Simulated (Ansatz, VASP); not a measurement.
Given: the input of a run of VASP 6.6.1 on NaCl.

The input INCAR:

```
SYSTEM = NaCl
  PREC = Accurate
  ENCUT = 500
  EDIFF = 1E-7
  ISMEAR = -1
  SIGMA = 0.05
  LREAL = .FALSE.
  LASPH = .TRUE.
  NELM = 120
  ALGO = Normal
  ISIF = 3
  LWAVE = .FALSE.
  LCHARG = .FALSE.
  GGA = RE
  IVDW = 12
  IBRION = 2
  NSW = 80
  EDIFFG = -0.02
  GGA_COMPAT = .FALSE.
  NELMIN = 4
```

The input KPOINTS:

```
Automatic mesh
0
G
  8 8 8
  0 0 0
```

The input POSCAR:

```
NaCl
1.0
    3.5021900000      0.0000000000      0.0000000000
    0.0000000000      3.5021900000      0.0000000000
    0.0000000000      0.0000000000      3.5021900000
Cl Na
1 1
Direct
    0.5000000000      0.5000000000      0.5000000000
    0.0000000000      0.0000000000      0.0000000000
```

Potentials or basis: VASP PAW PBE potentials, release 64 (Cl, Na_pv).

Run with:

```console
$ cat potpaw_PBE.64/Cl/POTCAR potpaw_PBE.64/Na_pv/POTCAR > POTCAR
$ mpirun -np 1 vasp_std > vasp.out
```

Task: Set up the same calculation for Ansatz 0.2.0. Potentials there: all-electron LAPW, scalar-relativistic.

Result: As run (the cutoff follows the program's own potentials):

input.yaml

```yaml
crystal:
  lattice:
    - [3.50219, 0.0, 0.0]
    - [0.0, 3.50219, 0.0]
    - [0.0, 0.0, 3.50219]
  atoms:
    - { symbol: Cl, position: [0.5, 0.5, 0.5] }
    - { symbol: Na, position: [0.0, 0.0, 0.0] }
kpoints:
  mp_grid: { grid: [8, 8, 8] }
scf:
  occupations: { method: fermi_dirac, width: 0.05 }
hamiltonian:
  xc: revpbe
  dispersion: d3bj
  pseudopotentials: { kind: all_electron, lapw: { basis_error: 0.001 } }
output:
  forces: true
  stress: true
relax:
  f_tol: 0.02
  max_steps: 60
  cell: {}
```

Potentials or basis: all-electron LAPW, scalar-relativistic.

Command:

```console
$ ansatz run input.yaml --threads 1 --pin off --max-ram 3072MiB --backend cpu --events-out ev --progress --plain --runs-dir out
```

Both were run:

|  | VASP | Ansatz | Ansatz less VASP |
| --- | --- | --- | --- |
| relaxed volume (Å³/atom) | 20.30 | 20.30 | +0.003 |
| relaxed cell length with the largest relative difference (Å) | 3.437 | 3.437 | +0.0002 |

VASP's potentials were made for PBE, not for revPBE. Ansatz ran all-electron here, and VASP with PAW potentials.
